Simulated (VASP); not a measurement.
The system is NaI.

```
Na I
1.0
    -0.02616    3.22972    3.22972
     3.22972   -0.02616    3.22972
     3.20356    3.20356    0.00000
Na I
1 1
Direct
  0.00000 0.00000 0.00000
  0.50000 0.50000 0.50000
```

This cell differs from its parent crystal: shear xy strain -1.6%.

Base run:

| Item | Value |
| --- | --- |
| Program | VASP 6.6.1 |
| Functional | PBE |
| Potentials or basis | VASP PAW PBE potentials, release 64 (Na_pv, I) |
| Cutoff | 520 eV |
| k mesh | 8 × 8 × 8 |
| Occupations | fermi-dirac, width 0.02 eV |
| Spin | no spin polarisation |

Its results: band gap on the k mesh 3.62 eV; pressure 0.6 GPa.

Problem. The run is repeated on the same cell with these changes: functional from PBE to r2SCAN; occupations from fermi-dirac, width 0.02 eV to gaussian, width 0.01 eV. What comes out?

Solution. Band gap on the k mesh 4.42 eV; pressure -0.1 GPa.

Caveats: spin-orbit coupling is left out, which moves the levels of the heavy elements; the PAW data sets were made with another functional, which shifts forces and pressure a little (at least some runs).

